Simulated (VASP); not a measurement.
# Mg (P6_3/mmc) in VASP: further runs, part 2 of 2

VASP 6.6.1. The steps go on from the part before.

### 4 Single point, PBE (volume scaled by 1.03, then relaxed in part)

File INCAR:

```
PREC = Accurate
ENCUT = 520
EDIFF = 1E-6
ISMEAR = 0
SIGMA = 0.1
LREAL = F
LASPH = T
NELM = 100
ALGO = Normal
ISIF = 2
LWAVE = F
LCHARG = T
GGA = PE
LELF = T
LVHAR = T
NBANDS = 9
```

File KPOINTS:

```
regular mesh
0
Gamma
  15 15 8
```

File POSCAR:

```
Mg
1.0
    3.2418485384      0.0000000000      0.0000000000
   -1.6209242692      2.8075231895      0.0000000000
    0.0000000000      0.0000000000      5.1888058696
Mg
2
Direct
    0.3333333333      0.6666666667      0.2500000000
    0.6666666667      0.3333333333      0.7500000000
```

Potentials or basis: VASP PAW PBE potentials, release 64 (Mg).

Launch:

```sh
$ cat potpaw_PBE.64/Mg/POTCAR > POTCAR
$ mpirun -np 1 vasp_std > vasp.out
```

OUTCAR:

```text
PREC = Accurate
   ENCUT = 520
   EDIFF = 1E-6
   ISMEAR = 0
   LREAL = F
   LASPH = T
   NELM = 100
   ISIF = 2
   GGA = PE

 ion  position               nearest neighbor table
   1  0.333  0.667  0.250-   2 3.20   2 3.20   2 3.20   2 3.20   2 3.20   2 3.20
   2  0.667  0.333  0.750-   1 3.20   1 3.20   1 3.20   1 3.20   1 3.20   1 3.20

  LATTYP: Found a hexagonal cell.
 ALAT       =     3.2418485384
 C/A-ratio  =     1.6005701093

  Lattice vectors:

 A1 = (   3.2418485384,   0.0000000000,   0.0000000000)
 A2 = (  -1.6209242692,   2.8075231895,   0.0000000000)
 A3 = (   0.0000000000,   0.0000000000,   5.1888058696)

Analysis of symmetry for initial positions (statically):
=====================================================================
 Subroutine PRICEL returns:
 Original cell was already a primitive cell.

 Routine SETGRP: Setting up the symmetry group for a
 hexagonal supercell.

 Subroutine GETGRP returns: Found 24 space group operations
 (whereof 12 operations were pure point group operations)
 out of a pool of 24 trial point group operations.

[... 163 lines left out ...]

 E-fermi :   2.4860     XC(G=0):  -8.4042

 val. band max:        2.4827328127   @ k =   0.3333   0.1333   0.1250
 cond. band min:       2.5072486365   @ k =   0.3333   0.1333   0.0000
 fundamental gap:      0.0245158238
 Fermi energy:         2.4860030336

 k-point     1 :       0.0000    0.0000    0.0000
  band No.  band energies     occupation
      1      -4.3230      2.00000
      2       0.9233      2.00000
      3       1.3760      2.00000
      4      13.1169      0.00000
      5      13.1169      0.00000
      6      13.1396      0.00000
      7      13.1396      0.00000
      8      14.2154      0.00000
      9      15.5002      0.00000
[... 265 lines left out ...]
 k-point    24 :       0.4000    0.2000    0.0000
  band No.  band energies     occupation
      1       0.8795      2.00000
      2       0.8991      2.00000
      3       4.3329      0.00000
      4       5.6427      0.00000
      5       6.0577      0.00000
      6       6.2677      0.00000
      7       7.4816      0.00000
      8       9.4628      0.00000
      9      10.4651      0.00000

 [... further k-points ...]
[... 5 lines left out ...]
  --------------------------------------------------------------------------------------
  -------------------------------------------------------------------------------------
  Total       -0.3264530     -0.3264530     -0.3277147      0.0000000      0.0000000      0.0000000
  in kB      -11.0751017    -11.0751017    -11.1179076      0.0000000      0.0000000      0.0000000
  external PRESSURE =     -11.0893703 kB  Pullay stress =       0.0000000 kB

 VOLUME and BASIS-vectors are now :
 -----------------------------------------------------------------------------
  energy-cutoff  :      520.00
  volume of cell :       47.23
      direct lattice vectors                 reciprocal lattice vectors
     3.241848538  0.000000000  0.000000000     0.308465984  0.178092919  0.000000000
    -1.620924269  2.807523189  0.000000000     0.000000000  0.356185838  0.000000000
     0.000000000  0.000000000  5.188805870     0.000000000  0.000000000  0.192722570

 POSITION                                       TOTAL-FORCE (eV/Angst)
 -----------------------------------------------------------------------------------
     -0.00000      1.87168      1.29720        -0.000000      0.000000      0.000000
      1.62092      0.93584      3.89160         0.000000     -0.000000      0.000000
 -----------------------------------------------------------------------------------
    total drift:                               -0.000000      0.000000     -0.000000

  FREE ENERGIE OF THE ION-ELECTRON SYSTEM (eV)
  ---------------------------------------------------
  free  energy   TOTEN  =        -3.0096809223 eV

  energy  without entropy=       -3.0046459974  energy(sigma->0) =       -3.00716346
```

OSZICAR:

```text
N       E                     dE             d eps       ncg     rms          rms(c)
DAV:   1    -0.253863507074E+00   -0.25386E+00   -0.12600E+03  2430   0.309E+02
DAV:   2    -0.297796699800E+01   -0.27241E+01   -0.26416E+01  3232   0.277E+01
DAV:   3    -0.302292861554E+01   -0.44962E-01   -0.44495E-01  3139   0.277E+00
DAV:   4    -0.302307361697E+01   -0.14500E-03   -0.14497E-03  3178   0.153E-01
DAV:   5    -0.302307421348E+01   -0.59651E-06   -0.59632E-06  3101   0.901E-03    0.967E-01
DAV:   6    -0.301718595942E+01    0.58883E-02   -0.68427E-04  2831   0.203E-01    0.620E-01
DAV:   7    -0.300966823397E+01    0.75177E-02   -0.26901E-03  2515   0.354E-01    0.349E-02
DAV:   8    -0.300968265155E+01   -0.14418E-04   -0.17369E-05  3463   0.251E-02    0.796E-03
DAV:   9    -0.300968119342E+01    0.14581E-05   -0.13503E-06  2665   0.555E-03    0.613E-04
DAV:  10    -0.300968092228E+01    0.27114E-06   -0.57746E-09  1471   0.461E-04
   1 F= -.30096809E+01 E0= -.30071635E+01  d E =-.503492E-02
```

It took 27 s on 1 thread of Intel Xeon Platinum 8259CL at 2.50GHz (Skylake/Cascade Lake), shared host; peak memory 0.19 GiB.

Results:

| Item | Value |
| --- | --- |
| Free energy | -3.0097 eV |
| Pressure | -1.1 GPa |
| Band gap on the k mesh | zero (band 2 reaches 3.38 eV, above the bottom of band 3 at 1.38 eV) |

Levels at points of the mesh, in eV from the Fermi level:
| k point | band 1 | band 2 | band 3 | band 4 | band 5 |
| --- | --- | --- | --- | --- | --- |
| (0.00, 0.00, 0.00) | -6.81 | -1.56 | -1.11 | 10.63 | 10.63 |
| (0.00, 0.00, 0.50) | -5.42 | -5.42 | 5.17 | 5.17 | 11.39 |

### 5 Relaxation of shape and atoms at fixed volume, PBE (volume scaled by 1.03)

File INCAR:

```
PREC = Accurate ; ENCUT = 600
EDIFF = 1E-6 ; ISMEAR = 0
SIGMA = 0.1 ; LREAL = False
LASPH = True ; NELM = 100
ALGO = Normal ; ISIF = 4
LWAVE = False ; LCHARG = False
GGA = PE ; IBRION = 2
NSW = 50 ; EDIFFG = -0.01
```

KPOINTS is that of step 4.

POSCAR is that of step 4.

Launch:

```sh
$ cat potpaw_PBE.64/Mg/POTCAR > POTCAR
$ mpirun -np 1 vasp_std > vasp.out
```

Wall time 31 s (1 thread of Intel Xeon Platinum 8259CL at 2.50GHz (Skylake/Cascade Lake), shared host); peak memory 0.2 GiB.

It converged, with:

* Free energy: -3.0097 eV
* Pressure after relaxing: -1.1 GPa
* Band gap on the k mesh: zero (band 2 reaches 3.38 eV, above the bottom of band 3 at 1.38 eV)

Final structure:
```
Mg
1.0
     3.24185    0.00000    0.00000
    -1.62092    2.80752    0.00000
     0.00000    0.00000    5.18881
Mg
2
Direct
  0.33333 0.66667 0.25000
  0.66667 0.33333 0.75000
```

Levels at points of the mesh, in eV from the Fermi level:
```tsv
k point	band 1	band 2	band 3	band 4	band 5	band 6
(0.00, 0.00, 0.00)	-6.81	-1.56	-1.11	10.63	10.63	10.65
(0.00, 0.00, 0.50)	-5.42	-5.42	5.17	5.17	11.39	11.39
```

Caveat: the relaxation stopped at its first step, so nothing moved.

### 6 Summary

```tsv
task	cell	cutoff (eV)	gap on the mesh (eV)	pressure (GPa)
single point	a = 3.111, b = 3.111, c = 4.979 Å, angles 90.0, 90.0, 120.0°, 2 atoms	520	none	4.0
relaxation of shape and atoms at fixed volume	relaxed from a = 3.111, b = 3.111, c = 4.979 Å, angles 90.0, 90.0, 120.0°, 2 atoms	600	none	4.0
single point	a = 3.242, b = 3.242, c = 5.189 Å, angles 90.0, 90.0, 120.0°, 2 atoms	520	none	-1.1
relaxation of shape and atoms at fixed volume	relaxed from a = 3.242, b = 3.242, c = 5.189 Å, angles 90.0, 90.0, 120.0°, 2 atoms	600	none	-1.1
```

Alike in all rows: level PBE; potentials or basis VASP PAW PBE potentials, release 64 (Mg); no spin polarisation; k mesh 15 × 15 × 8; smearing gaussian 0.1 eV.

Caveats: the relaxation stopped at its first step, so nothing moved (some runs).

Total energies depend on the potentials used, so only differences within one code and one set of settings carry meaning.
